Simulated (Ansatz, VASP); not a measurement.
Two plane-wave programs on AlP

```xyz
2
Lattice="0.0000 2.7811 2.7811 2.7811 0.0000 2.7811 2.7811 2.7811 0.0000" Properties=species:S:1:pos:R:3 pbc="T T T"
Al    0.0000    0.0000    0.0000
P     4.1717    4.1717    4.1717
```

Alike in both runs: task single point; functional BLYP; k mesh 8 × 8 × 8; occupations gaussian, width 0.05 eV; no spin polarisation.

|  | VASP | Ansatz |
| --- | --- | --- |
| version | VASP 6.6.1 | Ansatz 0.2.0 |
| potentials or method | VASP PAW PBE potentials, release 64 (Al, P), cutoff 500 eV | scalar-relativistic, plane waves, PAW |
| valence electrons in the cell | 8 | 8 |

Ansatz gave:

| Item | Value |
| --- | --- |
| gap on the k mesh at the Fermi level (eV) | 1.94 |
| least direct gap on the mesh (eV) | 2.89 |
| pressure (GPa) | 0.0 |

Question: Which values does VASP return?

Answer: gap on the k mesh at the Fermi level (eV): 1.94; least direct gap on the mesh (eV): 2.90; pressure (GPa): 0.1.

VASP's potentials were made for PBE, not for BLYP.
